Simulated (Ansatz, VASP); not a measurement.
**One calculation of Re, two programs**

The input INCAR:

```
ALGO = Normal ; EDIFF = 1E-7
ENCUT = 520 ; GGA = PS
ISIF = 2 ; ISMEAR = -1
LASPH = True ; LCHARG = False
LREAL = False ; LWAVE = False
NBANDS = 14 ; NELM = 80
PREC = Accurate ; SIGMA = 0.05
```

KPOINTS

```
k-points
0
Gamma
  18 18 10
```

The input POSCAR:

```
Re
1.0
    2.5854314113      0.0000000000      0.0000000000
   -1.2927157057      2.2390492819      0.0000000000
    0.0000000000      0.0000000000      4.1340662724
Re
2
Direct
    0.3333333333      0.6666666667      0.2500000000
    0.6666666667      0.3333333333      0.7500000000
```

Input for Ansatz:

```yaml
crystal:
  lattice:
    - [2.5854314113, 0.0, 0.0]
    - [-1.2927157057, 2.2390492819, 0.0]
    - [0.0, 0.0, 4.1340662724]
  atoms:
    - { symbol: Re, position: [0.3333333333, 0.6666666667, 0.25] }
    - { symbol: Re, position: [0.6666666667, 0.3333333333, 0.75] }
kpoints:
  mp_grid: { grid: [18, 18, 10] }
  band_path:
    path:
      - [0.0, 0.0, 0.0]
      - [0.5, 0.0, 0.0]
      - [0.3333333333, 0.3333333333, 0.0]
      - [0.0, 0.0, 0.0]
      - [0.0, 0.0, 0.5]
      - [0.5, 0.0, 0.5]
      - [0.3333333333, 0.3333333333, 0.5]
      - [0.0, 0.0, 0.5]
      - [0.5, 0.0, 0.5]
    npoints: 5
scf:
  occupations: { method: fermi_dirac, width: 0.05 }
hamiltonian:
  xc: pbesol
  pseudopotentials: { kind: all_electron, lapw: { basis_error: 0.00025 } }
output:
  forces: true
  stress: true
  eigenvalues: true
```

Change from the starting cell: volume scaled by 0.98.

Alike in both runs: task single point; functional PBEsol; k mesh 18 × 18 × 10; occupations fermi-dirac, width 0.05 eV; no spin polarisation.

|  | VASP | Ansatz |
| --- | --- | --- |
| version | VASP 6.6.1 | Ansatz 0.2.0 |
| potentials or method | VASP PAW PBE potentials, release 64 (Re), cutoff 520 eV | all-electron LAPW, scalar-relativistic |

|  | VASP | Ansatz | Ansatz less VASP |
| --- | --- | --- | --- |
| pressure (GPa) | 120.6 | 116.2 | -4.38 |
| traceless stress, the component that is largest in VASP (GPa) | 5.75 | 5.75 | -0.008 |

VASP's potentials were made for PBE, not for PBEsol. Both programs put the cell under a high pressure, so it lies far from rest at this level. Ansatz ran all-electron here, and VASP with PAW potentials.

Spin-orbit coupling is off throughout. Noted on VASP's run: the cell as given lies far from equilibrium.
